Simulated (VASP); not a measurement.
# Sc2Hg (Fm-3m) in VASP: a series of runs, part 2 of 2

VASP 6.6.1. Earlier steps stand in the parts before.

### 4 Relaxation of cell and atoms, PBE

This run uses another cell than the first one, of 25.90 Å³/atom, 1.153 times its volume.

The input, INCAR:

```
PREC = Accurate
ENCUT = 600
EDIFF = 1E-6
ISMEAR = 0
SIGMA = 0.1
LREAL = False
LASPH = True
NELM = 100
ALGO = Fast
ISIF = 3
LWAVE = False
LCHARG = False
GGA = PE
IBRION = 2
NSW = 100
EDIFFG = -0.01
```

The input, KPOINTS:

```
regular mesh
0
Gamma
  12 12 12
```

The input, POSCAR:

```
Sc2Hg
1.0
    0.0000000000      3.3869043238      3.3869043238
    3.3869043238      0.0000000000      3.3869043238
    3.3869043238      3.3869043238      0.0000000000
Sc Hg
2 1
Direct
    0.2500000000      0.2500000000      0.2500000000
    0.7500000000      0.7500000000      0.7500000000
    0.0000000000      0.0000000000      0.0000000000
```

Potentials or basis: VASP PAW PBE potentials, release 64 (Sc_sv, Hg).

On the command line:

```sh
$ cat potpaw_PBE.64/Sc_sv/POTCAR potpaw_PBE.64/Hg/POTCAR > POTCAR
$ mpirun -np 1 vasp_std > vasp.out
```

OUTCAR:

```text
PREC = Accurate
   ENCUT = 600
   EDIFF = 1E-6
   ISMEAR = 0
   LREAL = False
   LASPH = True
   NELM = 100
   ISIF = 3
   GGA = PE
   IBRION = 2
   NSW = 100
   EDIFFG = -0.01

 ion  position               nearest neighbor table
   1  0.250  0.250  0.250-   3 2.93   3 2.93   3 2.93   3 2.93   2 3.39   2 3.39   2 3.39   2 3.39
                             2 3.39   2 3.39
   2  0.750  0.750  0.750-   3 2.93   3 2.93   3 2.93   3 2.93   1 3.39   1 3.39   1 3.39   1 3.39
                             1 3.39   1 3.39
   3  0.000  0.000  0.000-   1 2.93   2 2.93   2 2.93   2 2.93   2 2.93   1 2.93   1 2.93   1 2.93

  LATTYP: Found a face centered cubic cell.
 ALAT       =     6.7738086476

  Lattice vectors:

 A1 = (   0.0000000000,   3.3869043238,   3.3869043238)
 A2 = (   3.3869043238,   0.0000000000,   3.3869043238)
 A3 = (   3.3869043238,   3.3869043238,   0.0000000000)

Analysis of symmetry for initial positions (statically):
[... 175 lines left out ...]
  ---------------------------------------------------
  free energy    TOTEN  =       -12.94784649 eV

  energy without entropy =      -12.93860589  energy(sigma->0) =      -12.94322619

------------------------ aborting loop because EDIFF is reached ----------------------------------------

  FORCE on cell =-STRESS in cart. coord.  units (eV):
  Direction    XX          YY          ZZ          XY          YZ          ZX
  --------------------------------------------------------------------------------------
  -------------------------------------------------------------------------------------
  Total        0.1591720      0.1591720      0.1591720     -0.0000000      0.0000000      0.0000000
  in kB        3.2819984      3.2819984      3.2819984     -0.0000000      0.0000000      0.0000000
  external PRESSURE =       3.2819984 kB  Pullay stress =       0.0000000 kB
[... 61 lines left out ...]
--------------------------------------- Ionic step        3  -------------------------------------------

 number of electron      34.0000002 magnetization

 Free energy of the ion-electron system (eV)
  ---------------------------------------------------
  ext. energy  EPLUGINS =         0.00000000
  ---------------------------------------------------
  free energy    TOTEN  =       -12.94803585 eV

  energy without entropy =      -12.93881756  energy(sigma->0) =      -12.94342670

 E-fermi :   3.2020     XC(G=0):  -9.7832

 val. band max:        3.1844992332   @ k =   0.5000   0.4167   0.0000
 cond. band min:       3.2136814480   @ k =  -0.4167   0.3333   0.0000
 fundamental gap:      0.0291822148
 Fermi energy:         3.2020150304

 k-point     1 :       0.0000    0.0000    0.0000
  band No.  band energies     occupation
      1     -47.0356      2.00000
      2     -46.9996      2.00000
      3     -25.6864      2.00000
      4     -25.6864      2.00000
      5     -25.6864      2.00000
      6     -25.5724      2.00000
[... 565 lines left out ...]
     20       4.2838      0.00000
     21       4.3217      0.00000

 [... further k-points ...]
[... 5 lines left out ...]
  --------------------------------------------------------------------------------------
  -------------------------------------------------------------------------------------
  Total        0.0156000      0.0156000      0.0156000     -0.0000000      0.0000000      0.0000000
  in kB        0.3206615      0.3206615      0.3206615     -0.0000000      0.0000000      0.0000000
  external PRESSURE =       0.3206615 kB  Pullay stress =       0.0000000 kB
[... 18 lines left out ...]
  FREE ENERGIE OF THE ION-ELECTRON SYSTEM (eV)
  ---------------------------------------------------
  free  energy   TOTEN  =       -12.9480358466 eV

  energy  without entropy=      -12.9388175613  energy(sigma->0) =      -12.94342670

 reached required accuracy - stopping structural energy minimisation
```

OSZICAR:

```text
N       E                     dE             d eps       ncg     rms          rms(c)
DAV:   1     0.591969107340E+03    0.59197E+03   -0.17592E+04  3064   0.186E+03
DAV:   2     0.533876003136E+02   -0.53858E+03   -0.52961E+03  3888   0.647E+02
DAV:   3    -0.118080779758E+02   -0.65196E+02   -0.63547E+02  5231   0.238E+02
[... 37 lines left out ...]
RMM:   5    -0.129480280334E+02   -0.26457E-04   -0.51399E-04  3790   0.160E-01    0.340E-02
RMM:   6    -0.129480307855E+02   -0.27522E-05   -0.11601E-04  3504   0.111E-01    0.102E-02
RMM:   7    -0.129480347915E+02   -0.40060E-05   -0.49163E-05  3127   0.474E-02    0.830E-03
RMM:   8    -0.129480351964E+02   -0.40492E-06   -0.17770E-05  2837   0.358E-02    0.191E-03
RMM:   9    -0.129480358466E+02   -0.65019E-06   -0.61753E-06  2218   0.203E-02
   3 F= -.12948036E+02 E0= -.12943427E+02  d E =-.189352E-03
```

CONTCAR:

```text
Sc2Hg
   1.00000000000000
    -0.0000000000000000    3.3904169995281119    3.3904169995281119
     3.3904169995281119    0.0000000000000000    3.3904169995281119
     3.3904169995281119    3.3904169995281119    0.0000000000000000
  Sc              Hg
     2     1
Direct
     0.2500000000000000    0.2500000000000000    0.2500000000000000
     0.7500000000000000    0.7500000000000000    0.7500000000000000
     0.0000000000000000    0.0000000000000000    0.0000000000000000

  0.00000000E+00  0.00000000E+00  0.00000000E+00
  0.00000000E+00  0.00000000E+00  0.00000000E+00
  0.00000000E+00  0.00000000E+00  0.00000000E+00
```

It took 17 min on 1 thread of Oxide Virtual Turin-like, shared host; peak memory 0.32 GiB.

What came out:

```yaml
Free_energy: -12.9480 eV
Relaxed_volume: 25.98 Å³/atom
Relaxed_cell: a = 4.795 Å, b = 4.795 Å, c = 4.795 Å, α = 60.00°, β = 60.00°, γ = 60.00°
Space_group_after_relaxing_to_0.05_Å: Fm-3m (No. 225)
Energy_gained_by_relaxing: 0.1 meV/atom
Ionic_steps: 3
Pressure_after_relaxing: 0.0 GPa
Band_gap_on_the_k_mesh: zero (band 17 reaches 3.30 eV, above the bottom of band 18 at 3.21 eV)
```

The path:
```tsv
step	energy change (eV)	largest force (eV/Å)	pressure (GPa)	volume (Å³)
1	0.0000	0.0000	0.33	77.70
2	0.0001	0.0000	-0.21	78.30
3	-0.0002	0.0000	0.03	77.95
```

Final structure:
```
CELL_PARAMETERS angstrom
0.00000 3.39042 3.39042
3.39042 0.00000 3.39042
3.39042 3.39042 0.00000
ATOMIC_POSITIONS crystal
Sc 0.25000 0.25000 0.25000
Sc 0.75000 0.75000 0.75000
Hg 0.00000 0.00000 0.00000
```

Levels at points of the mesh, in eV from the Fermi level:
| k point | band 13 | band 14 | band 15 | band 16 | band 17 | band 18 | band 19 | band 20 | band 21 |
| --- | --- | --- | --- | --- | --- | --- | --- | --- | --- |
| (0.00, 0.00, 0.00) | -7.39 | -7.09 | -0.99 | -0.99 | -0.99 | 0.15 | 0.15 | 2.51 | 2.51 |
| (0.50, 0.00, 0.00) | -7.34 | -5.65 | -2.73 | -0.38 | -0.38 | 0.88 | 0.88 | 1.20 | 1.30 |
| (0.50, 0.50, 0.00) | -7.26 | -5.20 | -2.79 | -0.29 | 0.09 | 0.26 | 0.26 | 0.42 | 1.61 |

Caveat: spin-orbit coupling is left out, which moves the levels of the heavy elements.

### 5 The runs side by side

| task | cell | k mesh | cutoff (eV) | gap on the mesh (eV) | pressure (GPa) |
| --- | --- | --- | --- | --- | --- |
| single point | a = 4.567 Å, angles 60.0°, 3 atoms | 6 × 6 × 6 | 520 | none | 12.5 |
| single point | a = 4.793 Å, angles 60.0°, 3 atoms | 12 × 12 × 12 | 520 | none | 0.1 |
| relaxation of cell and atoms | relaxed from a = 4.790 Å, angles 60.0°, 3 atoms | 12 × 12 × 12 | 600 | none | 0.0 |

Alike in all rows: level PBE; potentials or basis VASP PAW PBE potentials, release 64 (Sc_sv, Hg); no spin polarisation; smearing gaussian 0.1 eV.

Caveats: spin-orbit coupling is left out, which moves the levels of the heavy elements.

Total energies depend on the potentials used, so only differences within one code and one set of settings carry meaning.
